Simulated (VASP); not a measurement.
Wanted: the native input for a VASP 6.6.1 run.

* Task: single point
* Functional: revPBE
* Potentials or basis: VASP PAW PBE potentials, release 64 (Nb_sv)
* Cutoff: 520 eV
* k mesh: 14 × 14 × 4
* Occupations: fermi-dirac, width 0.1 eV
* Spin: no spin polarisation
* Dipole correction: no
* Further INCAR settings: ALGO = Normal; EDIFF = 1e-06; NBANDS = 34

The structure of Nb lies in POSCAR:

```
Nb
1.0
    2.9539342087      0.0000000000      0.0000000000
   -1.4769671043      2.5581820658      0.0000000000
    0.0000000000      0.0000000000     10.8185024641
Nb
4
Direct
    1.0000000000      0.0000000000      0.0000000000
    0.0000000000      0.0000000000      0.5000000000
    0.3333333333      0.6666666667      0.2500000000
    0.6666666667      0.3333333333      0.7500000000
```

This cell differs from its parent crystal: volume scaled by 1.08.

These files were run (other wordings do the same):

INCAR

```
ALGO = Normal
EDIFF = 1E-6
ENCUT = 520
GGA = RE
ISIF = 2
ISMEAR = -1
LASPH = T
LCHARG = F
LREAL = F
LWAVE = F
NBANDS = 34
NELM = 60
PREC = Accurate
SIGMA = 0.1
```

KPOINTS

```
k-points
0
Gamma
  14 14 4
```

Potentials or basis: VASP PAW PBE potentials, release 64 (Nb_sv).

Run with:

```bash
$ cat potpaw_PBE.64/Nb_sv/POTCAR > POTCAR
$ mpirun -np 1 vasp_std > vasp.out
```

Results of the run:

```json
{"Pressure": "-10.6 GPa", "Band gap on the k mesh": "zero (band 26 reaches 10.64 eV, above the bottom of band 27 at 9.45 eV)"}
```

Caveat: the PAW data sets were made with another functional, which shifts forces and pressure a little.

It took 5.2 min on 1 thread of Intel Xeon 8259CL, on a shared host, peak memory 0.29 GiB.
